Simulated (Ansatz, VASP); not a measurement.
# Two plane-wave programs on CdSe

Contents of POSCAR:

```
CdSe
1.0
    0.0000000000      2.8429458735      2.8429458735
    2.8429458735      0.0000000000      2.8429458735
    2.8429458735      2.8429458735      0.0000000000
Cd Se
1 1
Direct
    0.0000000000      0.0000000000      0.0000000000
    0.5000000000      0.5000000000      0.5000000000
```

INCAR.step1

```
SYSTEM = CdSe
ALGO = Normal ; EDIFF = 1E-5
ENCUT = 400 ; GGA = PE
GGA_COMPAT = .FALSE. ; ISIF = 2
ISMEAR = -1 ; LASPH = .TRUE.
LREAL = .FALSE. ; LWAVE = .TRUE.
NBANDS = 16 ; NELM = 120
PREC = Accurate ; SIGMA = 0.02
```

The input INCAR.step2:

```
SYSTEM = CdSe
AEXX = 0.75 ; ALGO = Normal
EDIFF = 1E-6 ; ENCUT = 400
GGA = PE ; GGA_COMPAT = .FALSE.
HFSCREEN = 0.2078 ; ISIF = 2
ISMEAR = -1 ; ISTART = 1
LASPH = .TRUE. ; LCHARG = .TRUE.
LELF = .TRUE. ; LHFCALC = .TRUE.
LREAL = .FALSE. ; LVHAR = .TRUE.
LWAVE = .FALSE. ; NBANDS = 16
NELM = 120 ; PREC = Accurate
PRECFOCK = Normal ; SIGMA = 0.02
```

The input KPOINTS:

```
k-points
0
G
  4 4 4
  0 0 0
```

Input for Ansatz:

```yaml
crystal:
  lattice:
    - [0.0, 2.8429458735, 2.8429458735]
    - [2.8429458735, 0.0, 2.8429458735]
    - [2.8429458735, 2.8429458735, 0.0]
  atoms:
    - { symbol: Cd, position: [0.0, 0.0, 0.0] }
    - { symbol: Se, position: [0.5, 0.5, 0.5] }
kpoints:
  mp_grid: { grid: [4, 4, 4] }
hamiltonian:
  xc:
    exchange: pbe
    correlation: pbe
    exx: { coeff: 0.75, omega: 0.2078 }
scf:
  occupations: { method: fermi_dirac, width: 0.02 }
  n_extra_bands: 4
output:
  forces: true
  stress: true
  eigenvalues: true
```

Alike in both runs: task single point; functional PBE-based screened hybrid; k mesh 4 × 4 × 4; occupations fermi-dirac, width 0.02 eV; no spin polarisation.

```csv
,VASP,Ansatz
version,VASP 6.6.1,Ansatz 0.2.0
potentials or method,"VASP PAW PBE potentials, release 64 (Cd, Se)",plane waves
plane-wave cutoff (eV),400,420
valence electrons in the cell,18,36
```

Ansatz gave:

```
gap on the k mesh at the Fermi level (eV) : 2.53
pressure (GPa)                            : -2.1
```

Problem. Which values does VASP return?

Solution. gap on the k mesh at the Fermi level (eV): 2.56; pressure (GPa): -2.9.

VASP's potentials were made for PBE, not for PBE-based screened hybrid. VASP's potentials hold 18 valence electrons a cell and Ansatz's 36, so a difference there can come from the potentials and not from the codes. Ansatz's warnings: stress exchange threshold loose, stress scf threshold loose.

The k mesh is coarse, so the values compare programs but aren't converged.
